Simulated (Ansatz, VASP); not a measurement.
**HOs12: VASP beside Ansatz**

```xyz
13
Lattice="5.4800 0.0000 0.0000 -4.1100 7.1187 0.0000 0.0000 0.0000 4.3265" Properties=species:S:1:pos:R:3 pbc="T T T"
Os    0.0022    0.0130    0.0030
Os   -0.0022    1.5786    2.1612
Os   -1.3686    2.3719    0.0030
Os   -1.3716    3.9150    2.1813
Os   -2.7689    4.7274   -0.0139
Os   -2.7751    6.3463    2.1799
Os    2.7411    0.0395   -0.0171
Os    2.7375    1.5858    2.1626
Os    1.3706    2.3794    0.0042
Os    1.3657    3.9434    2.1635
Os    0.0303    4.7300   -0.0143
Os    0.0302    6.3479    2.1788
H    -1.3793    5.5496    1.1094
```

Alike in both runs: functional LDA; k mesh 4 × 3 × 4; occupations fermi-dirac, width 0.1 eV; no spin polarisation.

Ansatz relaxed the structure, and its values are those at the end. VASP's run is a single point on that final structure, the one shown.

|  | VASP | Ansatz |
| --- | --- | --- |
| version | VASP 6.6.1 | Ansatz 0.2.0 |
| potentials or method | VASP PAW LDA potentials, release 64 (Os, H), cutoff 520 eV | scalar-relativistic, plane waves, PAW |
| valence electrons in the cell | 97 | 193 |

VASP gave:

```
rms of the force components (eV/Å) : 0.038
```

Question: What did Ansatz give for the same quantities?

Answer: rms of the force components (eV/Å): 0.023.

LDA's correlation is that of Perdew and Zunger in VASP and of Perdew and Wang (1992) in Ansatz. VASP's potentials hold 97 valence electrons a cell and Ansatz's 193, so a difference there can come from the potentials and not from the codes.

The k mesh is coarse, so the values compare programs but aren't converged. Neither program's run includes spin-orbit coupling.
